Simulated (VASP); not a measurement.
# Ca (P6_3/mmc) in VASP: notebook

Runs on Ca. Level: r2SCAN. Tasks: single point.

All numbers are computed with VASP 6.6.1; they aren't measurements. Logs are shortened: lines on timing, memory, paths and dates and some standing lists are left out, and cuts for length are marked.

**1. The cell of the first run**

It takes space group P6_3/mmc (No. 194, hexagonal). The conventional cell has a = 4.039 Å, b = 4.039 Å, c = 6.643 Å, α = 90.00°, β = 90.00°, γ = 120.00°. Within 5.3 Å of Ca (site symmetry -6m2) lie 12 Ca at 4.04 to 4.06 Å.

**2. Single point, r2SCAN (volume scaled by 1.08)**

POSCAR reads:

```
Ca
1.0
    4.0387641037      0.0000000000      0.0000000000
   -2.0193820519      3.4976723137      0.0000000000
    0.0000000000      0.0000000000      6.6426031057
Ca
2
Direct
    0.3333333333      0.6666666667      0.2500000000
    0.6666666667      0.3333333333      0.7500000000
```

INCAR.step1 reads:

```
PREC = Accurate ; ENCUT = 520
ISMEAR = -1 ; SIGMA = 0.1
LREAL = F ; LASPH = T
NELM = 80 ; NBANDS = 17
GGA = PE ; ALGO = Normal
EDIFF = 1E-4 ; LWAVE = T
LCHARG = F
```

INCAR.step2 reads:

```
PREC = Accurate ; ENCUT = 520
EDIFF = 1E-6 ; ISMEAR = -1
SIGMA = 0.1 ; LREAL = F
LASPH = T ; NELM = 80
ALGO = Normal ; ISIF = 2
LWAVE = F ; LCHARG = T
METAGGA = R2SCAN ; LMIXTAU = T
LELF = T ; LVHAR = T
NBANDS = 17 ; ISTART = 1
```

KPOINTS reads:

```
regular mesh
0
Gamma
  10 10 6
```

Potentials or basis: VASP PAW PBE potentials, release 64 (Ca_sv).

On the command line:

```sh
cat potpaw_PBE.64/Ca_sv/POTCAR > POTCAR
cp INCAR.step1 INCAR
mpirun -np 1 vasp_std > vasp.out
cp INCAR.step2 INCAR
mpirun -np 1 vasp_std > vasp.out
```

OUTCAR:

```text
PREC = Accurate
   ENCUT = 520
   EDIFF = 1E-6
   ISMEAR = -1
   LREAL = F
   LASPH = T
   NELM = 80
   ISIF = 2
   METAGGA = R2SCAN
   ISTART = 1

 ion  position               nearest neighbor table
   1  0.333  0.667  0.250-
   2  0.667  0.333  0.750-

  LATTYP: Found a hexagonal cell.
 ALAT       =     4.0387641037
 C/A-ratio  =     1.6447118314

  Lattice vectors:

 A1 = (   4.0387641037,   0.0000000000,   0.0000000000)
 A2 = (  -2.0193820519,   3.4976723137,   0.0000000000)
 A3 = (   0.0000000000,   0.0000000000,   6.6426031057)

Analysis of symmetry for initial positions (statically):
=====================================================================
 Subroutine PRICEL returns:
 Original cell was already a primitive cell.

 Routine SETGRP: Setting up the symmetry group for a
 hexagonal supercell.

 Subroutine GETGRP returns: Found 24 space group operations
 (whereof 12 operations were pure point group operations)
 out of a pool of 24 trial point group operations.

The static configuration has the point symmetry D_3d.
 The point group associated with its full space group is D_6h.

Analysis of symmetry for dynamics (positions and initial velocities):
=====================================================================
 Subroutine PRICEL returns:
 Original cell was already a primitive cell.

 Routine SETGRP: Setting up the symmetry group for a
 hexagonal supercell.

 Subroutine GETGRP returns: Found 24 space group operations
 (whereof 12 operations were pure point group operations)
 out of a pool of 24 trial point group operations.

The dynamic configuration has the point symmetry D_3d.
 The point group associated with its full space group is D_6h.

 Subroutine INISYM returns: Found 24 space group operations
 (whereof 12 operations are pure point group operations),
 and found     1 'primitive' translations

----------------------------------------------------------------------------------------

                                     Primitive cell

  volume of cell :      93.8352

  direct lattice vectors                    reciprocal lattice vectors
     4.038764104  0.000000000  0.000000000     0.247600497  0.142952214  0.000000000
    -2.019382052  3.497672314  0.000000000     0.000000000  0.285904427  0.000000000
     0.000000000  0.000000000  6.642603106     0.000000000  0.000000000  0.150543392

  length of vectors
     4.038764104  4.038764104  6.642603106     0.285904427  0.285904427  0.150543392

  position of ions in fractional coordinates (direct lattice)
     0.333333333  0.666666667  0.250000000
     0.666666667  0.333333333  0.750000000

  ion indices of the primitive-cell ions
   primitive index   ion index
                 1           1
                 2           2

----------------------------------------------------------------------------------------

 KPOINTS: regular mesh

Automatic generation of k-mesh.
 Grid dimensions read from file:
 generate k-points for:   10   10    6

 Generating k-lattice:

  Cartesian coordinates                     Fractional coordinates (reciprocal lattice)
     0.024760050  0.014295221  0.000000000     0.100000000  0.000000000  0.000000000
     0.000000000  0.028590443  0.000000000     0.000000000  0.100000000  0.000000000
     0.000000000  0.000000000  0.025090565     0.000000000  0.000000000  0.166666667

  Length of vectors
     0.028590443  0.028590443  0.025090565

  Shift w.r.t. Gamma in fractional coordinates (k-lattice)
     0.000000000  0.000000000  0.000000000

 Subroutine IBZKPT returns following result:
 ===========================================

 Found     56 irreducible k-points:

 Following reciprocal coordinates:
            Coordinates               Weight
  0.000000  0.000000  0.000000      1.000000
  0.100000  0.000000  0.000000      6.000000
  0.200000  0.000000  0.000000      6.000000
  0.300000 -0.000000  0.000000      6.000000
  0.400000 -0.000000  0.000000      6.000000
  0.500000 -0.000000  0.000000      3.000000
[... 16 lines left out ...]
  0.300000  0.100000  0.166667     24.000000
  0.400000  0.100000  0.166667     24.000000
 [... further k-points ...]
   k-points           NKPTS =     56   k-points in BZ     NKDIM =     56   number of bands    NBANDS=     17
   number of dos      NEDOS =    301   number of ions     NIONS =      2
   total plane-waves  NPLWV =  45000
   dimension x,y,z NGX =    30 NGY =   30 NGZ =   50
   dimension x,y,z NGXF=    60 NGYF=   60 NGZF=  100
   ions per type =               2
   NGX,Y,Z   is equivalent  to a cutoff of  12.35, 12.35, 12.51 a.u.
   NGXF,Y,Z  is equivalent  to a cutoff of  24.70, 24.70, 25.03 a.u.
 SYSTEM =  unknown system
   PREC   = accura    normal or accurate (medium, high low for compatibility)
   ISTART =      1    job   : 0-new  1-cont  2-samecut
   ICHARG =      0    charge: 1-file 2-atom 10-const
   ISPIN  =      1    spin polarized calculation?
   LNONCOLLINEAR =      F non collinear calculations
   LSORBIT =      F    spin-orbit coupling
   LASPH  =      T    aspherical Exc in radial PAW
   ENCUT  =  520.0 eV  38.22 Ry    6.18 a.u.   7.51  7.51 12.35*2*pi/ulx,y,z
   NELM   =     80;   NELMIN=  2; NELMDL=  0     # of ELM steps
   EDIFF  = 0.1E-05   stopping-criterion for ELM
   LREAL  =      F    real-space projection
   EDIFFG = 0.1E-04   stopping-criterion for IOM
   NSW    =      0    number of steps for IOM
   IBRION =     -1    ionic relax: 0-MD 1-quasi-New 2-CG
   NFREE  =      0    steps in history (QN), initial steepest desc. (CG)
   ISIF   =      2    stress and relaxation
   ISYM   =      2    0-nonsym 1-usesym 2-fastsym
   POTIM  = 0.5000    time-step for ionic-motion
   TEBEG  =    0.0;   TEEND  =   0.0 temperature during run
   PSTRESS=    0.0 pullay stress
   NELECT =      20.0000    total number of electrons
   NUPDOWN=      -1.0000    fix difference up-down
   EMIN   =  10.00;   EMAX   =-10.00  energy-range for DOS
   EFERMI =   0.00;   METHOD = LEGACY
   ISMEAR =    -1;   SIGMA  =   0.10  broadening in eV -4-tet -1-fermi 0-gaus
   EFERMI_NEDOS =   21; number of points for ismear=-14 and -15
   IALGO  =     38    algorithm
   IMIX   =      4    mixing-type and parameters
     AMIX     =   0.40;   BMIX     =  1.00
     AMIX_MAG =   1.60;   BMIX_MAG =  1.00
  volume/ion in A,a.u.               =      46.92       316.62
  Fermi-wavevector in a.u.,A,eV,Ry     =   0.977904  1.847970 13.011198  0.956296
  Thomas-Fermi vector in A             =   2.108638
   LORBIT       =      0    0 simple, 1 ext, 2 COOP (PROOUT), +10 PAW based schemes
   METAGGA = R2SCAN    functional components
   LHFCALC =     F    Hartree Fock is set to
   AEXX    =    0.0000 exact exchange contribution
   IVDW    =     0    specifies the selected vdW correction
   LEPSILON=     F    determine dielectric tensor
   LRPA    =     F    only Hartree local field effects (RPA)
 non-spin polarized calculation
  energy-cutoff  :      520.00
  volume of cell :       93.84
 maximum number of plane-waves:      2549
   NGX = 15   NGY = 15   NGZ = 25

 number of electron      20.0000001 magnetization

 Free energy of the ion-electron system (eV)
  ---------------------------------------------------
  ext. energy  EPLUGINS =         0.00000000
  ---------------------------------------------------
  free energy    TOTEN  =       -14.06746611 eV

  energy without entropy =      -13.99031745  energy(sigma->0) =      -14.02889178

 E-fermi :   1.6410     XC(G=0):  -7.8802

 val. band max:        1.6107981592   @ k =   0.3000   0.3000   0.0000
 cond. band min:       1.6532653522   @ k =   0.4000   0.1000   0.3333
 fundamental gap:      0.0424671931
 Fermi energy:         1.6409885164

 k-point     1 :       0.0000    0.0000    0.0000
  band No.  band energies     occupation
      1     -42.4262      2.00000
      2     -42.4177      2.00000
      3     -22.5573      2.00000
      4     -22.4796      2.00000
      5     -22.4796      2.00000
      6     -22.4663      2.00000
[... 9 lines left out ...]
     16       4.4325      0.00000
     17       4.8215      0.00000

 k-point     2 :       0.1000    0.0000    0.0000
  band No.  band energies     occupation
      1     -42.4255      2.00000
      2     -42.4174      2.00000
      3     -22.5542      2.00000
      4     -22.4869      2.00000
      5     -22.4819      2.00000
      6     -22.4739      2.00000
[... 9 lines left out ...]
     16       4.5359      0.00000
     17       4.6510      0.00000

 k-point     3 :       0.2000    0.0000    0.0000
  band No.  band energies     occupation
      1     -42.4234      2.00000
      2     -42.4164      2.00000
      3     -22.5455      2.00000
      4     -22.5062      2.00000
      5     -22.4934      2.00000
      6     -22.4878      2.00000
[... 9 lines left out ...]
     16       4.5408      0.00000
     17       4.5643      0.00000

 k-point     4 :       0.3000   -0.0000    0.0000
  band No.  band energies     occupation
      1     -42.4208      2.00000
      2     -42.4153      2.00000
      3     -22.5331      2.00000
      4     -22.5302      2.00000
      5     -22.5170      2.00000
      6     -22.4948      2.00000
[... 9 lines left out ...]
     16       4.9004      0.00000
     17       5.0091      0.00000

 k-point     5 :       0.4000   -0.0000    0.0000
  band No.  band energies     occupation
      1     -42.4184      2.00000
      2     -42.4147      2.00000
      3     -22.5498      2.00000
      4     -22.5356      2.00000
      5     -22.5205      2.00000
      6     -22.5004      2.00000
[... 9 lines left out ...]
     16       5.3264      0.00000
     17       5.5634      0.00000

 k-point     6 :       0.5000   -0.0000    0.0000
  band No.  band energies     occupation
      1     -42.4174      2.00000
      2     -42.4146      2.00000
      3     -22.5573      2.00000
      4     -22.5427      2.00000
      5     -22.5142      2.00000
      6     -22.5026      2.00000
[... 9 lines left out ...]
     16       5.7644      0.00000
     17       5.8091      0.00000

 k-point     7 :       0.1000    0.1000    0.0000
  band No.  band energies     occupation
      1     -42.4241      2.00000
      2     -42.4167      2.00000
      3     -22.5483      2.00000
      4     -22.4987      2.00000
      5     -22.4916      2.00000
      6     -22.4821      2.00000
[... 9 lines left out ...]
     16       4.4688      0.00000
     17       4.5495      0.00000

 k-point     8 :       0.2000    0.1000    0.0000
  band No.  band energies     occupation
      1     -42.4217      2.00000
      2     -42.4157      2.00000
      3     -22.5377      2.00000
      4     -22.5186      2.00000
      5     -22.5105      2.00000
      6     -22.4914      2.00000
[... 9 lines left out ...]
     16       4.6828      0.00000
     17       4.8551      0.00000
[... 203 lines left out ...]
      1     -42.4181      2.00000
      2     -42.4149      2.00000
      3     -22.5531      2.00000
      4     -22.5395      2.00000
      5     -22.5132      2.00000
      6     -22.4990      2.00000
[... 9 lines left out ...]
     16       5.3334      0.00000
     17       5.4212      0.00000

 k-point    20 :       0.5000   -0.0000    0.1667
  band No.  band energies     occupation
      1     -42.4172      2.00000
      2     -42.4148      2.00000
      3     -22.5599      2.00000
      4     -22.5464      2.00000
      5     -22.5085      2.00000
      6     -22.5011      2.00000
[... 9 lines left out ...]
     16       5.5753      0.00000
     17       5.7339      0.00000

 k-point    21 :       0.1000    0.1000    0.1667
  band No.  band energies     occupation
      1     -42.4236      2.00000
      2     -42.4172      2.00000
      3     -22.5437      2.00000
      4     -22.4969      2.00000
      5     -22.4927      2.00000
      6     -22.4832      2.00000
[... 9 lines left out ...]
     16       4.5551      0.00000
     17       4.7656      0.00000

 k-point    22 :       0.2000    0.1000    0.1667
  band No.  band energies     occupation
      1     -42.4213      2.00000
      2     -42.4161      2.00000
      3     -22.5377      2.00000
      4     -22.5150      2.00000
      5     -22.5109      2.00000
      6     -22.4915      2.00000
[... 9 lines left out ...]
     16       4.7136      0.00000
     17       4.9316      0.00000

 k-point    23 :       0.3000    0.1000    0.1667
  band No.  band energies     occupation
      1     -42.4189      2.00000
      2     -42.4151      2.00000
      3     -22.5444      2.00000
      4     -22.5323      2.00000
      5     -22.5155      2.00000
      6     -22.4995      2.00000
[... 9 lines left out ...]
     16       5.0119      0.00000
     17       5.3581      0.00000

 k-point    24 :       0.4000    0.1000    0.1667
  band No.  band energies     occupation
      1     -42.4172      2.00000
      2     -42.4148      2.00000
      3     -22.5557      2.00000
      4     -22.5428      2.00000
      5     -22.5106      2.00000
      6     -22.5026      2.00000
[... 9 lines left out ...]
     16       5.3812      0.00000
     17       5.5329      0.00000

 [... further k-points ...]

------------------------ aborting loop because EDIFF is reached ----------------------------------------

  FORCE on cell =-STRESS in cart. coord.  units (eV):
  Direction    XX          YY          ZZ          XY          YZ          ZX
  --------------------------------------------------------------------------------------
  -------------------------------------------------------------------------------------
  Total       -0.6605430     -0.6605430     -0.7327497      0.0000000     -0.0000000      0.0000000
  in kB      -11.2783547    -11.2783547    -12.5112388      0.0000000     -0.0000000      0.0000000
  external PRESSURE =     -11.6893161 kB  Pullay stress =       0.0000000 kB

 VOLUME and BASIS-vectors are now :
 -----------------------------------------------------------------------------
  energy-cutoff  :      520.00
  volume of cell :       93.84
      direct lattice vectors                 reciprocal lattice vectors
     4.038764104  0.000000000  0.000000000     0.247600497  0.142952214  0.000000000
    -2.019382052  3.497672314  0.000000000     0.000000000  0.285904427  0.000000000
     0.000000000  0.000000000  6.642603106     0.000000000  0.000000000  0.150543392

 POSITION                                       TOTAL-FORCE (eV/Angst)
 -----------------------------------------------------------------------------------
     -0.00000      2.33178      1.66065        -0.000000      0.000000      0.000000
      2.01938      1.16589      4.98195         0.000000     -0.000000      0.000000
 -----------------------------------------------------------------------------------
    total drift:                               -0.000000      0.000000     -0.000000

  FREE ENERGIE OF THE ION-ELECTRON SYSTEM (eV)
  ---------------------------------------------------
  free  energy   TOTEN  =       -14.0674661054 eV

  energy  without entropy=      -13.9903174516  energy(sigma->0) =      -14.02889178
```

Run time: 3.9 min. Hardware: 1 thread of Oxide Virtual Turin-like, shared host; peak memory 0.22 GiB.

What came out:

```yaml
Free_energy: -14.0675 eV
Pressure: -1.2 GPa
Band_gap_on_the_k_mesh: zero (band 10 reaches 1.84 eV, above the bottom of band 11 at 1.21 eV)
```

Stress tensor (GPa, compression positive):
```
-1.13  0.00  0.00
 0.00 -1.13  0.00
 0.00  0.00 -1.25
```

Caveat: the PAW data sets were made with another functional, which shifts forces and pressure a little.

[end of part 1 of 2]
